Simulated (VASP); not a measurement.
# CaZr2N3 (Cmmm) in VASP: single point with PBE

Aim: the single point of CaZr2N3 with PBE.

All numbers are computed with VASP 6.6.1; they aren't measurements. Logs are shortened: lines on timing, memory, paths and dates and some standing lists are left out, and cuts for length are marked.

## Step 1: The cell of the first run

Symmetry: Cmmm, No. 65, orthorhombic system. The conventional cell has a = 5.211 Å, b = 7.318 Å, c = 4.488 Å, α = 90.00°, β = 90.00°, γ = 90.00°. Within 3.0 Å of Ca (site symmetry mmm) lie 2 N at 2.24 Å and 2 Zr at 2.61 Å. Zr (site symmetry mmm) has 2 Zr at 2.24 Å and 6 N at 2.25 to 2.61 Å within 3.0 Å. Zr (site symmetry mmm) has 2 Zr at 2.24 Å and 2 Ca at 2.61 Å within 3.0 Å. Within 3.0 Å of N (site symmetry 2/m) lie 2 Zr at 2.25 Å and 4 N at 2.25 to 2.61 Å. N (site symmetry mmm) has 2 Ca at 2.24 Å and 4 N at 2.25 Å and 2 Zr at 2.61 Å within 3.0 Å.

The cell was built from a structure type or drawn by symmetry, and may not be a known phase.

## Step 2: Single point, PBE

Input file INCAR:

```
SYSTEM = CaZr2N3
PREC     = Accurate       ! precision mode
ENCUT    = 520            ! plane-wave cutoff, eV
EDIFF    = 1E-7           ! SCF threshold, eV
ISMEAR   = 0              ! smearing method
SIGMA    = 0.1            ! smearing width, eV
LREAL    = .FALSE.        ! projectors in reciprocal space
LASPH    = .TRUE.         ! aspherical terms in the spheres
NELM     = 60             ! most SCF steps
ALGO     = Normal         ! electronic algorithm
ISIF     = 2              ! what is computed and relaxed
LWAVE    = .FALSE.        ! write WAVECAR
LCHARG   = .TRUE.         ! write CHGCAR
GGA      = PE             ! functional
LELF     = .TRUE.         ! ELF
LVHAR    = .TRUE.       
NBANDS   = 34             ! bands
```

Input file KPOINTS:

```
Automatic mesh
0
G
  4 4 4
  0 0 0
```

Input file POSCAR:

```
CaZr2N3
1.0
    2.6053035000     -3.6589826100      0.0000000000
    2.6053035000      3.6589826100      0.0000000000
    0.0000000000      0.0000000000      4.4878014200
Ca Zr N
1 2 3
Direct
    0.5000000000      0.5000000000      0.0000000000
    0.0000000000      0.0000000000      0.5000000000
    0.0000000000      0.0000000000      0.0000000000
    0.0000000000      0.5000000000      0.5000000000
    0.5000000000      0.0000000000      0.5000000000
    0.5000000000      0.5000000000      0.5000000000
```

Potentials or basis: VASP PAW PBE potentials, release 64 (Ca_sv, Zr_sv, N).

Command:

```bash
$ cat potpaw_PBE.64/Ca_sv/POTCAR potpaw_PBE.64/Zr_sv/POTCAR potpaw_PBE.64/N/POTCAR > POTCAR
$ mpirun -np 1 vasp_std > vasp.out
```

OUTCAR:

```text
SYSTEM = CaZr2N3
   PREC = Accurate
   ENCUT = 520
   EDIFF = 1E-7
   ISMEAR = 0
   LREAL = .FALSE.
   LASPH = .TRUE.
   NELM = 60
   ISIF = 2
   GGA = PE

 ion  position               nearest neighbor table
   1  0.500  0.500  0.000-   6 2.24   6 2.24   3 2.61   3 2.61   2 3.44   2 3.44   2 3.44   2 3.44

   2  0.000  0.000  0.500-   3 2.24   3 2.24   5 2.25   4 2.25   4 2.25   5 2.25   6 2.61   6 2.61
                             1 3.44   1 3.44   1 3.44   1 3.44
   3  0.000  0.000  0.000-   2 2.24   2 2.24   1 2.61   1 2.61
   4  0.000  0.500  0.500-   2 2.25   2 2.25
   5  0.500  0.000  0.500-   2 2.25   2 2.25
   6  0.500  0.500  0.500-   1 2.24   1 2.24   2 2.61   2 2.61

  LATTYP: Found a base centered orthorhombic cell.
 ALAT       =     5.2106070000
 B/A-ratio  =     1.4044362240
 C/A-ratio  =     0.8612818852

  Lattice vectors:

 A1 = (   2.6053035000,  -3.6589826100,   0.0000000000)
 A2 = (   2.6053035000,   3.6589826100,   0.0000000000)
 A3 = (   0.0000000000,   0.0000000000,   4.4878014200)

Analysis of symmetry for initial positions (statically):
=====================================================================
 Subroutine PRICEL returns:
 Original cell was already a primitive cell.

 Routine SETGRP: Setting up the symmetry group for a
 base centered orthorhombic supercell.

 Subroutine GETGRP returns: Found  8 space group operations
 (whereof  8 operations were pure point group operations)
 out of a pool of  8 trial point group operations.

The static configuration has the point symmetry D_2h.

Analysis of symmetry for dynamics (positions and initial velocities):
=====================================================================
 Subroutine PRICEL returns:
 Original cell was already a primitive cell.

 Routine SETGRP: Setting up the symmetry group for a
 base centered orthorhombic supercell.

 Subroutine GETGRP returns: Found  8 space group operations
 (whereof  8 operations were pure point group operations)
 out of a pool of  8 trial point group operations.

The dynamic configuration has the point symmetry D_2h.

 Subroutine INISYM returns: Found  8 space group operations
 (whereof  8 operations are pure point group operations),
 and found     1 'primitive' translations

----------------------------------------------------------------------------------------

                                     Primitive cell

  volume of cell :      85.5623

  direct lattice vectors                    reciprocal lattice vectors
     2.605303500 -3.658982610  0.000000000     0.191916220 -0.136650007  0.000000000
     2.605303500  3.658982610  0.000000000     0.191916220  0.136650007  0.000000000
     0.000000000  0.000000000  4.487801420     0.000000000  0.000000000  0.222826259

  length of vectors
     4.491743544  4.491743544  4.487801420     0.235595119  0.235595119  0.222826259

  position of ions in fractional coordinates (direct lattice)
     0.500000000  0.500000000  0.000000000
     0.000000000  0.000000000  0.500000000
     0.000000000  0.000000000  0.000000000
     1.000000000  0.500000000  0.500000000
     0.500000000  1.000000000  0.500000000
     0.500000000  0.500000000  0.500000000

  ion indices of the primitive-cell ions
   primitive index   ion index
                 1           1
                 2           2
                 3           3
                 4           4
                 5           5
                 6           6

----------------------------------------------------------------------------------------

 KPOINTS: Automatic mesh

Automatic generation of k-mesh.
 Grid dimensions read from file:
 generate k-points for:    4    4    4

 Generating k-lattice:

  Cartesian coordinates                     Fractional coordinates (reciprocal lattice)
     0.047979055 -0.034162502  0.000000000     0.250000000 -0.000000000  0.000000000
     0.047979055  0.034162502  0.000000000    -0.000000000  0.250000000  0.000000000
     0.000000000  0.000000000  0.055706565     0.000000000  0.000000000  0.250000000

  Length of vectors
     0.058898780  0.058898780  0.055706565

  Shift w.r.t. Gamma in fractional coordinates (k-lattice)
     0.000000000  0.000000000  0.000000000

 Subroutine IBZKPT returns following result:
 ===========================================

 Found     21 irreducible k-points:

 Following reciprocal coordinates:
            Coordinates               Weight
  0.000000  0.000000  0.000000      1.000000
  0.250000  0.000000  0.000000      4.000000
  0.500000  0.000000  0.000000      2.000000
  0.250000  0.250000  0.000000      2.000000
  0.500000  0.250000  0.000000      4.000000
 -0.250000  0.250000  0.000000      2.000000
[... 13 lines left out ...]
 -0.250000  0.250000  0.500000      2.000000
  0.500000  0.500000  0.500000      1.000000
   k-points           NKPTS =     21   k-points in BZ     NKDIM =     21   number of bands    NBANDS=     34
   number of dos      NEDOS =    301   number of ions     NIONS =      6
   total plane-waves  NPLWV =  46656
   dimension x,y,z NGX =    36 NGY =   36 NGZ =   36
   dimension x,y,z NGXF=    72 NGYF=   72 NGZF=   72
   ions per type =               1   2   3
   NGX,Y,Z   is equivalent  to a cutoff of  13.32, 13.32, 13.34 a.u.
   NGXF,Y,Z  is equivalent  to a cutoff of  26.65, 26.65, 26.67 a.u.
 SYSTEM =  CaZr2N3
   PREC   = accura    normal or accurate (medium, high low for compatibility)
   ISTART =      0    job   : 0-new  1-cont  2-samecut
   ICHARG =      2    charge: 1-file 2-atom 10-const
   ISPIN  =      1    spin polarized calculation?
   LNONCOLLINEAR =      F non collinear calculations
   LSORBIT =      F    spin-orbit coupling
   LASPH  =      T    aspherical Exc in radial PAW
   ENCUT  =  520.0 eV  38.22 Ry    6.18 a.u.   8.35  8.35  8.34*2*pi/ulx,y,z
   NELM   =     60;   NELMIN=  2; NELMDL= -5     # of ELM steps
   EDIFF  = 0.1E-06   stopping-criterion for ELM
   LREAL  =      F    real-space projection
   EDIFFG = 0.1E-05   stopping-criterion for IOM
   NSW    =      0    number of steps for IOM
   IBRION =     -1    ionic relax: 0-MD 1-quasi-New 2-CG
   NFREE  =      0    steps in history (QN), initial steepest desc. (CG)
   ISIF   =      2    stress and relaxation
   ISYM   =      2    0-nonsym 1-usesym 2-fastsym
   POTIM  = 0.5000    time-step for ionic-motion
   TEBEG  =    0.0;   TEEND  =   0.0 temperature during run
   PSTRESS=    0.0 pullay stress
   NELECT =      49.0000    total number of electrons
   NUPDOWN=      -1.0000    fix difference up-down
   EMIN   =  10.00;   EMAX   =-10.00  energy-range for DOS
   EFERMI =   0.00;   METHOD = LEGACY
   ISMEAR =     0;   SIGMA  =   0.10  broadening in eV -4-tet -1-fermi 0-gaus
   EFERMI_NEDOS =   21; number of points for ismear=-14 and -15
   IALGO  =     38    algorithm
   IMIX   =      4    mixing-type and parameters
     AMIX     =   0.40;   BMIX     =  1.00
     AMIX_MAG =   1.60;   BMIX_MAG =  1.00
  volume/ion in A,a.u.               =      14.26        96.23
  Fermi-wavevector in a.u.,A,eV,Ry     =   1.359501  2.569084 25.146860  1.848242
  Thomas-Fermi vector in A             =   2.486243
   LORBIT       =      0    0 simple, 1 ext, 2 COOP (PROOUT), +10 PAW based schemes
   GGA     = PE    functional components
   LHFCALC =     F    Hartree Fock is set to
   AEXX    =    0.0000 exact exchange contribution
   IVDW    =     0    specifies the selected vdW correction
   LEPSILON=     F    determine dielectric tensor
   LRPA    =     F    only Hartree local field effects (RPA)
 non-spin polarized calculation
 Gauss-broadening in eV      SIGMA  =   0.10
  energy-cutoff  :      520.00
  volume of cell :       85.56
 maximum number of plane-waves:      2328
 NGX is ok and might be reduce to    36
   NGX = 17   NGY = 17   NGZ = 17

 number of electron      48.9999999 magnetization

 Free energy of the ion-electron system (eV)
  ---------------------------------------------------
  ext. energy  EPLUGINS =         0.00000000
  ---------------------------------------------------
  free energy    TOTEN  =       -33.69794468 eV

  energy without entropy =      -33.67648392  energy(sigma->0) =      -33.68721430

 E-fermi :   7.1974     XC(G=0): -11.1444

 val. band max:        7.1752861314   @ k =  -0.2500   0.2500   0.0000
 cond. band min:       7.2216978301   @ k =   0.0000   0.0000   0.2500
 fundamental gap:      0.0464116987
 Fermi energy:         7.1974234856

 k-point     1 :       0.0000    0.0000    0.0000
  band No.  band energies     occupation
      1     -42.1736      2.00000
      2     -40.2835      2.00000
      3     -32.6945      2.00000
      4     -23.0819      2.00000
      5     -20.3727      2.00000
      6     -20.1437      2.00000
[... 26 lines left out ...]
     33      12.5157      0.00000
     34      12.8789      0.00000

 k-point     2 :       0.2500    0.0000    0.0000
  band No.  band energies     occupation
      1     -42.1725      2.00000
      2     -40.2829      2.00000
      3     -32.7040      2.00000
      4     -23.0801      2.00000
      5     -20.2829      2.00000
      6     -20.1528      2.00000
[... 26 lines left out ...]
     33      12.1574      0.00000
     34      12.1617      0.00000

 k-point     3 :       0.5000    0.0000    0.0000
  band No.  band energies     occupation
      1     -42.1714      2.00000
      2     -40.2823      2.00000
      3     -32.7134      2.00000
      4     -23.0783      2.00000
      5     -20.1952      2.00000
      6     -20.1573      2.00000
[... 26 lines left out ...]
     33      11.1358      0.00000
     34      11.9108      0.00000

 k-point     4 :       0.2500    0.2500    0.0000
  band No.  band energies     occupation
      1     -42.1714      2.00000
      2     -40.2823      2.00000
      3     -32.7133      2.00000
      4     -23.0783      2.00000
      5     -20.1899      2.00000
      6     -20.1631      2.00000
[... 26 lines left out ...]
     33      11.0243      0.00000
     34      12.2947      0.00000

 k-point     5 :       0.5000    0.2500    0.0000
  band No.  band energies     occupation
      1     -42.1718      2.00000
      2     -40.2822      2.00000
      3     -32.7035      2.00000
      4     -23.0779      2.00000
      5     -20.2938      2.00000
      6     -20.1751      2.00000
[... 510 lines left out ...]
 k-point    19 :       0.5000    0.2500    0.5000
  band No.  band energies     occupation
      1     -41.7876      2.00000
      2     -40.8082      2.00000
      3     -32.7015      2.00000
      4     -20.2192      2.00000
      5     -20.0799      2.00000
      6     -19.9486      2.00000
[... 26 lines left out ...]
     33      11.8340      0.00000
     34      12.0641      0.00000

 k-point    20 :      -0.2500    0.2500    0.5000
  band No.  band energies     occupation
      1     -41.7888      2.00000
      2     -40.8087      2.00000
      3     -32.6922      2.00000
      4     -20.2209      2.00000
      5     -20.1830      2.00000
      6     -19.9434      2.00000
[... 26 lines left out ...]
     33      11.0589      0.00000
     34      11.9961      0.00000

 k-point    21 :       0.5000    0.5000    0.5000
  band No.  band energies     occupation
      1     -41.7882      2.00000
      2     -40.8079      2.00000
      3     -32.6917      2.00000
      4     -20.2197      2.00000
      5     -20.1894      2.00000
      6     -19.9567      2.00000
[... 26 lines left out ...]
     33      11.8272      0.00000
     34      11.9370      0.00000

------------------------ aborting loop because EDIFF is reached ----------------------------------------

  FORCE on cell =-STRESS in cart. coord.  units (eV):
  Direction    XX          YY          ZZ          XY          YZ          ZX
  --------------------------------------------------------------------------------------
  -------------------------------------------------------------------------------------
  Total       10.9546683     -2.5647798     24.0733233     -0.0000000      0.0000000      0.0000000
  in kB      205.1292161    -48.0262168    450.7796838     -0.0000000      0.0000000      0.0000000
  external PRESSURE =     202.6275610 kB  Pullay stress =       0.0000000 kB

 VOLUME and BASIS-vectors are now :
 -----------------------------------------------------------------------------
  energy-cutoff  :      520.00
  volume of cell :       85.56
      direct lattice vectors                 reciprocal lattice vectors
     2.605303500 -3.658982610  0.000000000     0.191916220 -0.136650007  0.000000000
     2.605303500  3.658982610  0.000000000     0.191916220  0.136650007  0.000000000
     0.000000000  0.000000000  4.487801420     0.000000000  0.000000000  0.222826259

 POSITION                                       TOTAL-FORCE (eV/Angst)
 -----------------------------------------------------------------------------------
      2.60530      0.00000      0.00000        -0.000000     -0.000000      0.000000
      0.00000      0.00000      2.24390         0.000000      0.000000      0.000000
      0.00000      0.00000      0.00000         0.000000      0.000000      0.000000
      1.30265      1.82949      2.24390         0.000000      0.000000      0.000000
      1.30265     -1.82949      2.24390         0.000000      0.000000      0.000000
      2.60530      0.00000      2.24390         0.000000      0.000000      0.000000
 -----------------------------------------------------------------------------------
    total drift:                                0.000000      0.000000      0.000000

  FREE ENERGIE OF THE ION-ELECTRON SYSTEM (eV)
  ---------------------------------------------------
  free  energy   TOTEN  =       -33.6979446801 eV

  energy  without entropy=      -33.6764839159  energy(sigma->0) =      -33.68721430
```

Run time: 1.7 min. Hardware: 1 thread of Intel Xeon 8259CL, shared host; peak memory 0.24 GiB.

Results:

```
Free energy            : -33.6979 eV
Pressure               : 20.3 GPa
Band gap on the k mesh : zero (an odd number of electrons rules out a gap without spin polarisation)
```

Levels at points of the mesh, in eV from the Fermi level:
```
           k point  band 22  band 23  band 24  band 25  band 26  band 27  band 28  band 29
(0.00, 0.00, 0.00)    -2.08    -1.56    -1.38    -0.94    -0.66     0.11     0.26     2.76
(0.50, 0.00, 0.00)    -1.40    -1.28    -0.83    -0.20    -0.17     0.77     1.36     1.75
(0.50, 0.50, 0.00)    -1.16    -0.93    -0.18    -0.07     0.37     0.58     0.74     0.99
(0.00, 0.00, 0.50)    -0.68     0.15     0.60     0.82     1.03     1.23     1.49     1.54
(0.50, 0.00, 0.50)    -1.52    -0.74     0.61     1.18     1.28     1.35     1.39     2.09
(0.50, 0.50, 0.50)    -1.19    -0.79    -0.38     0.42     0.66     0.67     0.68     1.05
```

Caveat: the k points lie up to 0.37 Å⁻¹ apart, too coarse for converged energies and pressures of a metal.
